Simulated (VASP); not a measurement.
Input of a VASP 6.6.1 run:

INCAR

```
SYSTEM = Re
PREC     = Accurate       ! precision mode
ENCUT    = 520            ! plane-wave cutoff, eV
EDIFF    = 1E-6           ! SCF threshold, eV
ISMEAR   = -1             ! smearing method
SIGMA    = 0.1            ! smearing width, eV
LREAL    = .FALSE.        ! projectors in reciprocal space
LASPH    = .TRUE.         ! aspherical terms in the spheres
NELM     = 100            ! most SCF steps
ALGO     = Normal         ! electronic algorithm
ISIF     = 2              ! what is computed and relaxed
LWAVE    = .FALSE.        ! write WAVECAR
LCHARG   = .FALSE.        ! write CHGCAR
GGA      = PS             ! functional
NBANDS   = 10             ! bands
```

The input KPOINTS:

```
Automatic mesh
0
G
  17 17 17
  0 0 0
```

Contents of POSCAR:

```
Re
1.0
   -1.3565391830      1.3565391830      1.3565391830
    1.3565391830     -1.3565391830      1.3565391830
    1.3565391830      1.3565391830     -1.3565391830
Re
1
Direct
    0.0000000000      0.0000000000      0.0000000000
```

Potentials or basis: VASP PAW PBE potentials, release 64 (Re).

The run is started by

```bash
$ cat potpaw_PBE.64/Re/POTCAR > POTCAR
$ mpirun -np 1 vasp_std > vasp.out
```

(1) Estimate the pressure.

## Answers

(1) 347.7 GPa.

Caveat: the PAW data sets were made with another functional, which shifts forces and pressure a little.
